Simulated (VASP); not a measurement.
Set up this calculation in VASP 6.6.1, as the native input.

* Task: single point
* Functional: RPBE
* Dispersion: D3(BJ)
* Potentials or basis: VASP PAW PBE potentials, release 64 (Sr_sv, O)
* Cutoff: 520 eV
* k mesh: 9 × 9 × 9
* Occupations: tetrahedron, width 0.05 eV
* Spin: no spin polarisation
* Dipole correction: no
* k mesh for the DOS: 14 × 14 × 14
* Occupations for the DOS: tetrahedron
* Further INCAR settings: ALGO = Normal; EDIFF = 1e-06

Crystal: SrO.

```
CELL_PARAMETERS angstrom
0.00000 2.56630 2.56630
2.56630 0.00000 2.56630
2.56630 2.56630 0.00000
ATOMIC_POSITIONS crystal
Sr 0.50000 0.50000 0.50000
O 0.00000 0.00000 0.00000
```

One way to write it, as run:

POSCAR

```
SrO
1.0
    0.0000000000      2.5663000000      2.5663000000
    2.5663000000      0.0000000000      2.5663000000
    2.5663000000      2.5663000000      0.0000000000
Sr O
1 1
Direct
    0.5000000000      0.5000000000      0.5000000000
    0.0000000000      0.0000000000      0.0000000000
```

INCAR.step1

```
SYSTEM = SrO
PREC = Accurate ; ENCUT = 520
EDIFF = 1E-6 ; ISMEAR = -5
SIGMA = 0.05 ; LREAL = .False.
LASPH = .True. ; NELM = 100
ALGO = Normal ; ISIF = 2
LWAVE = .False. ; LCHARG = .True.
GGA = RP ; IVDW = 12
NBANDS = 15
```

KPOINTS.step1

```
regular mesh
0
Gamma
  9 9 9
  0 0 0
```

INCAR.step2

```
SYSTEM = SrO
PREC = Accurate ; ENCUT = 520
EDIFF = 1E-6 ; ISMEAR = -5
SIGMA = 0.05 ; LREAL = .False.
LASPH = .True. ; NELM = 100
ALGO = Normal ; ISIF = 2
LWAVE = .False. ; LCHARG = .False.
GGA = RP ; IVDW = 12
LORBIT = 10 ; NEDOS = 2001
ICHARG = 11
```

KPOINTS.step2

```
regular mesh
0
Gamma
  14 14 14
  0 0 0
```

Potentials or basis: VASP PAW PBE potentials, release 64 (Sr_sv, O).

Launch:

```console
$ cat potpaw_PBE.64/Sr_sv/POTCAR potpaw_PBE.64/O/POTCAR > POTCAR
$ cp INCAR.step1 INCAR
$ cp KPOINTS.step1 KPOINTS
$ mpirun -np 1 vasp_std > vasp.out
$ cp INCAR.step2 INCAR
$ cp KPOINTS.step2 KPOINTS
$ mpirun -np 1 vasp_std > vasp.out
```

It gave:

- Valence electrons inside the program's atomic spheres: Sr 8.12; O 5.00
- Dispersion energy per atom: -1.641 eV

Caveat: three body term missing.

It took 80 s on 1 thread of Intel Xeon 8259CL (shared host), peak memory 0.19 GiB.
